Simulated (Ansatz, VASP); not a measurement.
**One calculation of Ta2P3Au, two programs**

```
CELL_PARAMETERS angstrom
6.12070 0.00000 0.00000
-3.06035 5.30068 0.00000
0.00000 0.00000 3.37884
ATOMIC_POSITIONS crystal
Ta 0.33333 0.66667 0.00000
Ta 0.66667 0.33333 0.00000
P 0.50000 0.00000 0.50000
P 0.50000 0.50000 0.50000
P 0.00000 0.50000 0.50000
Au 0.00000 0.00000 0.00000
```

Change from the starting cell: species swapped into the DyB2Ru3 type (P6/mmm, No. 191).

Alike in both runs: task relaxation of cell and atoms; functional PBE; k mesh 3 × 3 × 6; occupations gaussian, width 0.1 eV; no spin polarisation.

```csv
,VASP,Ansatz
version,VASP 6.6.1,Ansatz 0.2.0
potentials or method,"VASP PAW PBE potentials, release 64 (Ta_pv, P, Au), cutoff 600 eV","scalar-relativistic, plane waves, PAW"
valence electrons in the cell,48,60
```

```tsv
	VASP	Ansatz	Ansatz less VASP
gap on the k mesh at the Fermi level, each at its own relaxed structure (eV)	none	none	-
relaxed volume (Å³/atom)	16.49	16.47	-0.027
relaxed cell length with the largest relative difference (Å)	5.227	5.222	-0.0048
```

A gap of «none» marks a metal or a gap that the smearing closes. VASP's potentials hold 48 valence electrons a cell and Ansatz's 60, so a difference there can come from the potentials and not from the codes.

The k mesh is coarse, so the values compare programs but aren't converged. Spin-orbit coupling is off throughout.
